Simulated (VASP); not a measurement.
Input of a VASP 6.6.1 run:

INCAR

```
  PREC = Accurate
  ENCUT = 600
  EDIFF = 1E-6
  ISMEAR = 0
  SIGMA = 0.02
  LREAL = F
  LASPH = T
  NELM = 200
  ALGO = Normal
  ISIF = 2
  LWAVE = F
  LCHARG = T
  GGA = PE
  LELF = T
  LVHAR = T
  NBANDS = 34
  GGA_COMPAT = F
  LMAXMIX = 6
```

KPOINTS

```
Automatic mesh
0
Gamma
  4 4 4
```

File POSCAR:

```
CsNdBr4
1.0
    0.0000000000      5.9085270293      5.9085270293
    5.9085270293      0.0000000000      5.9085270293
    5.9085270293      5.9085270293      0.0000000000
Cs Nd Br
1 1 4
Direct
    0.7500000000      0.7500000000      0.7500000000
    0.2500000000      0.2500000000      0.2500000000
    0.1162321536      0.6513035392      0.1162321536
    0.1162321536      0.1162321536      0.1162321536
    0.6513035392      0.1162321536      0.1162321536
    0.1162321536      0.1162321536      0.6513035392
```

Potentials or basis: VASP PAW PBE potentials, release 64 (Cs_sv, Nd, Br).

Command:

```console
$ cat potpaw_PBE.64/Cs_sv/POTCAR potpaw_PBE.64/Nd/POTCAR potpaw_PBE.64/Br/POTCAR > POTCAR
$ mpirun -np 1 vasp_std > vasp.out
```

(1) Predict the largest force.

(2) Predict the band gap on the k mesh.

(3) Estimate the pressure.

Answers

(1) 0.146 eV/Å.

(2) zero (an odd number of electrons rules out a gap without spin polarisation).

(3) -0.2 GPa.

Caveat: spin-orbit coupling is left out, which moves the levels of the heavy elements; an odd number of electrons without spin polarisation forces a metal; a magnetic or distorted state may lie lower; the run has no spin polarisation, though such a crystal can be magnetic; semilocal functionals describe open f shells poorly, which spoils levels, moments and volumes.
